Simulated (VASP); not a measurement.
Here is a VASP 6.6.1 calculation.

Contents of INCAR:

```
PREC = Accurate
ENCUT = 520
EDIFF = 1E-6
ISMEAR = 0
SIGMA = 0.15
LREAL = False
LASPH = True
NELM = 80
ALGO = Fast
ISIF = 2
LWAVE = False
LCHARG = False
GGA = PS
NBANDS = 12
```

File KPOINTS:

```
Automatic mesh
0
Gamma
  22 22 22
```

The input POSCAR:

```
Ag
1.0
   -1.6783370105      1.6783370105      1.6112035300
    1.6783370105     -1.6783370105      1.6112035300
    1.6783370105      1.6783370105     -1.6112035300
Ag
1
Direct
    0.0000000000      0.0000000000      0.0000000000
```

Potentials or basis: VASP PAW PBE potentials, release 64 (Ag).

Command:

```bash
$ cat potpaw_PBE.64/Ag/POTCAR > POTCAR
$ mpirun -np 1 vasp_std > vasp.out
```

(1) Predict the pressure.

(2) What does it give for the band gap on the k mesh?

Answers

(1) -7.3 GPa.

(2) zero (an odd number of electrons rules out a gap without spin polarisation).

Caveat: the cell stands under tension; the PAW data sets were made with another functional, which shifts forces and pressure a little.
